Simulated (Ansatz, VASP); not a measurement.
## One calculation of TlZnO2, two programs

```
Zn Tl O
1.0
     4.06277    0.00000    0.00000
     0.00000    4.06277    0.00000
     0.00000    0.00000    3.46270
Zn Tl O
1 1 2
Direct
  0.00000 0.00000 0.00000
  0.50000 0.50000 0.50000
  0.50000 0.00000 0.00000
  0.00000 0.50000 0.00000
```

Alike in both runs: functional PBE; k mesh 4 × 4 × 6; occupations gaussian, width 0.1 eV; no spin polarisation.

Ansatz relaxed the structure, and its values are those at the end. VASP's run is a single point on that final structure, the one shown.

|  | VASP | Ansatz |
| --- | --- | --- |
| version | VASP 6.6.1 | Ansatz 0.2.0 |
| potentials or method | VASP PAW PBE potentials, release 64 (Zn, Tl_d, O), cutoff 520 eV | scalar-relativistic, plane waves, PAW |
| valence electrons in the cell | 37 | 37 |

```csv
,VASP,Ansatz,Ansatz less VASP
gap on the k mesh at the Fermi level (eV),none,none,-
pressure (GPa),0.4,0.0,-0.38
```

A gap of «none» marks a metal or a gap that the smearing closes. The functional is the same, so the differences come from potentials, cutoffs and numerics.

The k mesh is coarse, so the values compare programs but aren't converged. Neither program's run includes spin-orbit coupling.
